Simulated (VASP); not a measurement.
# NaS5 (P6/mmm) in VASP: further runs, part 2 of 2

VASP 6.6.1. The steps go on from the part before.

## (4) Single point, PBE

This run uses another cell than the first one, of 20.81 Å³/atom.

Contents of INCAR:

```
SYSTEM = NaS5
PREC     = Accurate       ! precision mode
ENCUT    = 520            ! plane-wave cutoff, eV
EDIFF    = 1E-7           ! SCF threshold, eV
ISMEAR   = 0              ! smearing method
SIGMA    = 0.1            ! smearing width, eV
LREAL    = .FALSE.        ! projectors in reciprocal space
LASPH    = .TRUE.         ! aspherical terms in the spheres
NELM     = 100            ! most SCF steps
ALGO     = Normal         ! electronic algorithm
ISIF     = 2              ! what is computed and relaxed
LWAVE    = .FALSE.        ! write WAVECAR
LCHARG   = .FALSE.        ! write CHGCAR
GGA      = PE             ! functional
NBANDS   = 28             ! bands
```

Contents of KPOINTS:

```
Automatic mesh
0
G
  12 12 8
  0 0 0
```

Contents of POSCAR:

```
NaS5
1.0
    6.5191724521      0.0000000033      0.0000000000
   -3.2595862289      5.6457689535      0.0000000000
    0.0000000000      0.0000000000      3.3919608093
Na S
1 5
Direct
    0.0000000000      0.0000000000      0.0000000000
    0.3333333333      0.6666666667      0.0000000000
    0.6666666667      0.3333333333      0.0000000000
    0.5000000000      0.0000000000      0.5000000000
    0.5000000000      0.5000000000      0.5000000000
    0.0000000000      0.5000000000      0.5000000000
```

Potentials or basis: VASP PAW PBE potentials, release 64 (Na_pv, S).

On the command line:

```console
$ cat potpaw_PBE.64/Na_pv/POTCAR potpaw_PBE.64/S/POTCAR > POTCAR
$ mpirun -np 1 vasp_std > vasp.out
```

OUTCAR:

```text
SYSTEM = NaS5
   PREC = Accurate
   ENCUT = 520
   EDIFF = 1E-7
   ISMEAR = 0
   LREAL = .FALSE.
   LASPH = .TRUE.
   NELM = 100
   ISIF = 2
   GGA = PE

 ion  position               nearest neighbor table
   1  0.000  0.000  0.000-
   2  0.333  0.667  0.000-   4 2.53   4 2.53   6 2.53   6 2.53   5 2.53   5 2.53
   3  0.667  0.333  0.000-   4 2.53   4 2.53   6 2.53   6 2.53   5 2.53   5 2.53
   4  0.500  0.000  0.500-   2 2.53   3 2.53   2 2.53   3 2.53
   5  0.500  0.500  0.500-   2 2.53   3 2.53   2 2.53   3 2.53
   6  0.000  0.500  0.500-   2 2.53   3 2.53   2 2.53   3 2.53

  LATTYP: Found a hexagonal cell.
 ALAT       =     6.5191724521
 C/A-ratio  =     0.5203054274

  Lattice vectors:

 A1 = (   6.5191724521,   0.0000000033,   0.0000000000)
 A2 = (  -3.2595862289,   5.6457689535,   0.0000000000)
 A3 = (   0.0000000000,   0.0000000000,   3.3919608093)

Analysis of symmetry for initial positions (statically):
=====================================================================
 Subroutine PRICEL returns:
 Original cell was already a primitive cell.

 Routine SETGRP: Setting up the symmetry group for a
 hexagonal supercell.

 Subroutine GETGRP returns: Found 24 space group operations
 (whereof 24 operations were pure point group operations)
 out of a pool of 24 trial point group operations.

The static configuration has the point symmetry D_6h.

Analysis of symmetry for dynamics (positions and initial velocities):
=====================================================================
 Subroutine PRICEL returns:
 Original cell was already a primitive cell.

 Routine SETGRP: Setting up the symmetry group for a
 hexagonal supercell.

 Subroutine GETGRP returns: Found 24 space group operations
 (whereof 24 operations were pure point group operations)
 out of a pool of 24 trial point group operations.

The dynamic configuration has the point symmetry D_6h.

 Subroutine INISYM returns: Found 24 space group operations
 (whereof 24 operations are pure point group operations),
[... 120 lines left out ...]
   EFERMI_NEDOS =   21; number of points for ismear=-14 and -15
   IALGO  =     38    algorithm
   IMIX   =      4    mixing-type and parameters
     AMIX     =   0.40;   BMIX     =  1.00
     AMIX_MAG =   1.60;   BMIX_MAG =  1.00
  volume/ion in A,a.u.               =      20.81       140.41
  Fermi-wavevector in a.u.,A,eV,Ry     =   1.091490  2.062618 16.209320  1.191351
  Thomas-Fermi vector in A             =   2.227737
   LORBIT       =      0    0 simple, 1 ext, 2 COOP (PROOUT), +10 PAW based schemes
   GGA     = PE    functional components
   LHFCALC =     F    Hartree Fock is set to
   AEXX    =    0.0000 exact exchange contribution
   IVDW    =     0    specifies the selected vdW correction
   LEPSILON=     F    determine dielectric tensor
   LRPA    =     F    only Hartree local field effects (RPA)
 non-spin polarized calculation
 Gauss-broadening in eV      SIGMA  =   0.10
  energy-cutoff  :      520.00
  volume of cell :      124.84
 maximum number of plane-waves:      3383
   NGX = 25   NGY = 25   NGZ = 13

 number of electron      36.9999994 magnetization

 Free energy of the ion-electron system (eV)
  ---------------------------------------------------
  ext. energy  EPLUGINS =         0.00000000
  ---------------------------------------------------
  free energy    TOTEN  =       -19.97257820 eV

  energy without entropy =      -19.96399069  energy(sigma->0) =      -19.96828444

 E-fermi :   4.7134     XC(G=0):  -9.1272

 val. band max:        4.6959461812   @ k =   0.2500   0.1667   0.0000
 cond. band min:       4.7294702716   @ k =   0.2500   0.1667   0.5000
 fundamental gap:      0.0335240904
 Fermi energy:         4.7133944488

 k-point     1 :       0.0000    0.0000    0.0000
  band No.  band energies     occupation
      1     -20.8846      2.00000
      2     -20.8436      2.00000
      3     -20.8436      2.00000
      4     -11.8710      2.00000
      5      -9.6618      2.00000
      6      -8.4005      2.00000
[... 733 lines left out ...]
     27      10.7881      0.00000
     28      11.6159      0.00000

 [... further k-points ...]
[... 5 lines left out ...]
  --------------------------------------------------------------------------------------
  -------------------------------------------------------------------------------------
  Total       -0.0708392     -0.0708392     -0.0812721     -0.0000000     -0.0000000      0.0000000
  in kB       -0.9091129     -0.9091129     -1.0430038     -0.0000000     -0.0000000      0.0000000
  external PRESSURE =      -0.9537432 kB  Pullay stress =       0.0000000 kB

 VOLUME and BASIS-vectors are now :
 -----------------------------------------------------------------------------
  energy-cutoff  :      520.00
  volume of cell :      124.84
      direct lattice vectors                 reciprocal lattice vectors
     6.519172452  0.000000003  0.000000000     0.153393703  0.088561896  0.000000000
    -3.259586229  5.645768954  0.000000000    -0.000000000  0.177123791  0.000000000
     0.000000000  0.000000000  3.391960809     0.000000000  0.000000000  0.294814727

 POSITION                                       TOTAL-FORCE (eV/Angst)
 -----------------------------------------------------------------------------------
      0.00000      0.00000      0.00000        -0.000000      0.000000      0.000000
     -0.00000      3.76385      0.00000         0.000000     -0.000000      0.000000
      3.25959      1.88192      0.00000         0.000000      0.000000     -0.000000
      3.25959      0.00000      1.69598        -0.000000      0.000000      0.000000
      1.62979      2.82288      1.69598        -0.000000      0.000000      0.000000
     -1.62979      2.82288      1.69598        -0.000000      0.000000      0.000000
 -----------------------------------------------------------------------------------
    total drift:                               -0.000000      0.000000     -0.000000

  FREE ENERGIE OF THE ION-ELECTRON SYSTEM (eV)
  ---------------------------------------------------
  free  energy   TOTEN  =       -19.9725781971 eV

  energy  without entropy=      -19.9639906906  energy(sigma->0) =      -19.96828444
```

OSZICAR:

```text
N       E                     dE             d eps       ncg     rms          rms(c)
DAV:   1     0.263667218502E+03    0.26367E+03   -0.16080E+04  5424   0.121E+03
DAV:   2     0.690482559519E+01   -0.25676E+03   -0.24162E+03  6312   0.270E+02
DAV:   3    -0.196383717743E+02   -0.26543E+02   -0.25952E+02  7044   0.926E+01
DAV:   4    -0.204210476883E+02   -0.78268E+00   -0.77336E+00  6392   0.161E+01
DAV:   5    -0.204428435260E+02   -0.21796E-01   -0.21778E-01  6812   0.292E+00    0.204E+01
DAV:   6    -0.200595278877E+02    0.38332E+00   -0.50028E-01  6444   0.394E+00    0.124E+01
DAV:   7    -0.199781087376E+02    0.81419E-01   -0.22750E-01  6564   0.246E+00    0.235E+00
DAV:   8    -0.199737367247E+02    0.43720E-02   -0.11043E-02  6852   0.625E-01    0.620E-01
DAV:   9    -0.199728421467E+02    0.89458E-03   -0.20322E-03  6044   0.274E-01    0.274E-01
DAV:  10    -0.199725926378E+02    0.24951E-03   -0.10205E-03  5992   0.187E-01    0.681E-02
DAV:  11    -0.199725752175E+02    0.17420E-04   -0.14845E-04  6596   0.684E-02    0.664E-02
DAV:  12    -0.199725774957E+02   -0.22782E-05   -0.14851E-05  6920   0.220E-02    0.291E-02
DAV:  13    -0.199725779538E+02   -0.45812E-06   -0.28716E-06  6028   0.102E-02    0.437E-03
DAV:  14    -0.199725781132E+02   -0.15936E-06   -0.14996E-07  5140   0.237E-03    0.198E-03
DAV:  15    -0.199725781971E+02   -0.83863E-07   -0.41423E-08  4248   0.131E-03
   1 F= -.19972578E+02 E0= -.19968284E+02  d E =-.858751E-02
```

Wall time 2.6 min (1 thread of Intel Xeon Platinum 8488C (Sapphire Rapids), shared host); peak memory 0.39 GiB.

Results:

- Free energy: -19.9726 eV
- Pressure: -0.1 GPa
- Band gap on the k mesh: zero (an odd number of electrons rules out a gap without spin polarisation)

Levels at points of the mesh, in eV from the Fermi level:
```csv
k point,band 15,band 16,band 17,band 18,band 19,band 20,band 21,band 22
"(0.00, 0.00, 0.00)",-1.66,-1.66,-1.62,-1.45,-1.45,-0.95,0.30,2.65
"(0.50, 0.00, 0.00)",-2.44,-1.52,-1.46,-0.67,0.33,0.67,1.38,1.69
"(0.00, 0.00, 0.50)",-3.28,-1.80,-1.35,-0.87,-0.87,-0.47,2.42,2.42
"(0.50, 0.00, 0.50)",-2.81,-2.56,-2.15,-0.68,0.55,0.82,1.40,1.71
```

Caveat: an odd number of electrons without spin polarisation forces a metal; a magnetic or distorted state may lie lower.

## (5) Relaxation of cell and atoms, PBE

This run uses another cell than the first one, of 20.81 Å³/atom.

Contents of INCAR:

```
PREC     = Accurate       # precision mode
ENCUT    = 600            # plane-wave cutoff, eV
EDIFF    = 1E-7           # SCF threshold, eV
ISMEAR   = 0              # smearing method
SIGMA    = 0.1            # smearing width, eV
LREAL    = F              # projectors in reciprocal space
LASPH    = T              # aspherical terms in the spheres
NELM     = 60             # most SCF steps
ALGO     = Normal         # electronic algorithm
ISIF     = 3              # what is computed and relaxed
LWAVE    = F              # write WAVECAR
LCHARG   = F              # write CHGCAR
GGA      = PE             # functional
IBRION   = 2              # ionic algorithm
NSW      = 100            # ionic steps
EDIFFG   = -0.01          # ionic threshold
```

Contents of KPOINTS:

```
regular mesh
0
Gamma
  6 6 12
```

POSCAR is that of step 4.

On the command line:

```console
$ cat potpaw_PBE.64/Na_pv/POTCAR potpaw_PBE.64/S/POTCAR > POTCAR
$ mpirun -np 1 vasp_std > vasp.out
```

Wall time 2.6 min (1 thread of Intel Xeon Platinum 8488C (Sapphire Rapids), shared host); peak memory 0.35 GiB.

Results (log left out):

- Free energy: -19.9591 eV
- Relaxed volume: 20.70 Å³/atom
- Relaxed cell: a = 6.510 Å, b = 6.510 Å, c = 3.384 Å, α = 90.00°, β = 90.00°, γ = 120.00°
- Space group after relaxing (to 0.1 Å): P6/mmm (No. 191)
- Energy gained by relaxing: 0.1 meV/atom
- Ionic steps: 2
- Pressure after relaxing: 0.0 GPa
- Band gap on the k mesh: zero (an odd number of electrons rules out a gap without spin polarisation)

Step by step:
| step | energy change (eV) | largest force (eV/Å) | pressure (GPa) | volume (Å³) |
| --- | --- | --- | --- | --- |
| 1 | 0.0000 | 0.0000 | -0.27 | 124.84 |
| 2 | -0.0005 | 0.0000 | 0.02 | 124.22 |

Final structure:
```
Na S
1.0
     6.51031    0.00000    0.00000
    -3.25516    5.63810    0.00000
     0.00000    0.00000    3.38423
Na S
1 5
Direct
  0.00000 0.00000 0.00000
  0.33333 0.66667 0.00000
  0.66667 0.33333 0.00000
  0.50000 0.00000 0.50000
  0.50000 0.50000 0.50000
  0.00000 0.50000 0.50000
```

Levels at points of the mesh, in eV from the Fermi level:
```csv
k point,band 16,band 17,band 18,band 19,band 20,band 21,band 22
"(0.00, 0.00, 0.00)",-1.60,-1.53,-1.39,-1.39,-0.89,0.34,2.74
"(0.50, 0.00, 0.00)",-1.47,-1.40,-0.60,0.40,0.76,1.46,1.76
"(0.00, 0.00, 0.50)",-1.74,-1.29,-0.81,-0.81,-0.40,2.49,2.49
"(0.50, 0.00, 0.50)",-2.51,-2.10,-0.61,0.62,0.88,1.47,1.77
```

Caveat: an odd number of electrons without spin polarisation forces a metal; a magnetic or distorted state may lie lower.

## (6) Overview

```tsv
task	cell	k mesh	cutoff (eV)	gap on the mesh (eV)	pressure (GPa)
single point	a = 5.693, b = 5.693, c = 4.396 Å, angles 90.0, 90.0, 120.0°, 6 atoms	6 × 6 × 4	520	none	-3.4
single point	a = 6.514, b = 6.514, c = 3.386 Å, angles 90.0, 90.0, 120.0°, 6 atoms	6 × 6 × 12	520	none	-0.1
single point	a = 6.519, b = 6.519, c = 3.392 Å, angles 90.0, 90.0, 120.0°, 6 atoms	12 × 12 × 8	520	none	-0.1
relaxation of cell and atoms	relaxed from a = 6.519, b = 6.519, c = 3.392 Å, angles 90.0, 90.0, 120.0°, 6 atoms	6 × 6 × 12	600	none	0.0
```

Alike in all rows: level PBE; potentials or basis VASP PAW PBE potentials, release 64 (Na_pv, S); no spin polarisation; smearing gaussian 0.1 eV.

Caveats: an odd number of electrons without spin polarisation forces a metal; a magnetic or distorted state may lie lower; the stress differs along the axes, from -10 to 0 GPa (at least some runs).

Absolute energies hang on the potentials; compare differences alone.

The gap in the log of VASP goes by the Fermi energy; the results here count the filled bands.